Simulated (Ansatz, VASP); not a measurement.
# Ni in VASP and in Ansatz

The input INCAR:

```
SYSTEM = Ni
  PREC = Accurate
  ENCUT = 520
  EDIFF = 1E-6
  ISMEAR = -1
  SIGMA = 0.1
  LREAL = .FALSE.
  LASPH = .TRUE.
  NELM = 200
  ALGO = Normal
  ISIF = 2
  LWAVE = .FALSE.
  LCHARG = .FALSE.
  ISPIN = 2
  MAGMOM = -2.19
  LORBIT = 11
  LMAXMIX = 4
  GGA = PE
  NBANDS = 15
  GGA_COMPAT = .FALSE.
```

The input KPOINTS:

```
Automatic mesh
0
G
  1 1 1
  0 0 0
```

The input POSCAR:

```
Ni
1.0
    8.5000000000      0.0000000000      0.0000000000
    0.0000000000      8.5000000000      0.0000000000
    0.0000000000      0.0000000000      8.5000000000
Ni
1
Direct
    0.0000000000      0.0000000000      0.0000000000
```

Input for Ansatz:

```yaml
crystal:
  lattice:
    - [8.5, 0, 0]
    - [0, 8.5, 0]
    - [0, 0, 8.5]
  atoms:
    - { symbol: Ni, position: [0, 0, 0] }
kpoints:
  mp_grid: { grid: [1, 1, 1], shift: [0, 0, 0] }
hamiltonian:
  xc: pbe
  pseudopotentials: { kind: nc }
scf:
  occupations: { method: fermi_dirac }
magnetization:
  spin_polarized: true
```

Alike in both runs: task single point; functional PBE; k mesh 1 × 1 × 1; collinear spin.

|  | VASP | Ansatz |
| --- | --- | --- |
| version | VASP 6.6.1 | Ansatz 0.2 development build |
| potentials or method | VASP PAW PBE potentials, release 64 (Ni) | scalar-relativistic |
| plane-wave cutoff (eV) | 520 | 1400 |
| occupations | fermi-dirac, width 0.1 eV | fermi-dirac |

```tsv
	VASP	Ansatz	Ansatz less VASP
net moment per atom (μB)	2.00	2.00	-0.001
size of the moment on the site where the two differ most (μB)	1.37	1.99	+0.618
```

Site moments also hang on the region over which each program counts them. Ansatz's warnings: open shared shell at semilocal close, reached outside group, stability check not made.
